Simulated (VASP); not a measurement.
Runs of VASP 6.6.1 on BaTe. The structure is that of space group Fm-3m (No. 225), or close to it. The cells are those of the table. 

| cell | k mesh | smearing | gap on the mesh (eV) | pressure (GPa) |
| --- | --- | --- | --- | --- |
| a = 5.035 Å, angles 60.0°, 2 atoms | 4 × 4 × 4 | gaussian 0.05 eV | (a) | -2.7 |
| a = 4.993 Å, angles 60.0°, 2 atoms | 4 × 4 × 4 | gaussian 0.05 eV | 1.44 | -2.1 |
| a = 4.857 Å, angles 60.0°, 2 atoms | 4 × 4 × 4 | gaussian 0.05 eV | 1.25 | 0.5 |
| a = 4.857 Å, angles 60.0°, 2 atoms | 8 × 8 × 8 | gaussian 0.02 eV | (b) | (c) |

Alike in all rows: task single point; level LDA; potentials or basis VASP PAW LDA potentials, release 64 (Ba_sv, Te); no spin polarisation; cutoff (eV) 500.

Q: Fill in the values left out.

A: (a) 1.49; (b) 1.26; (c) 0.4.

Caveats: spin-orbit coupling is left out, which moves the levels of the heavy elements.

A k mesh can miss the band edges, and the runs leave out spin-orbit coupling on Ba, Te.
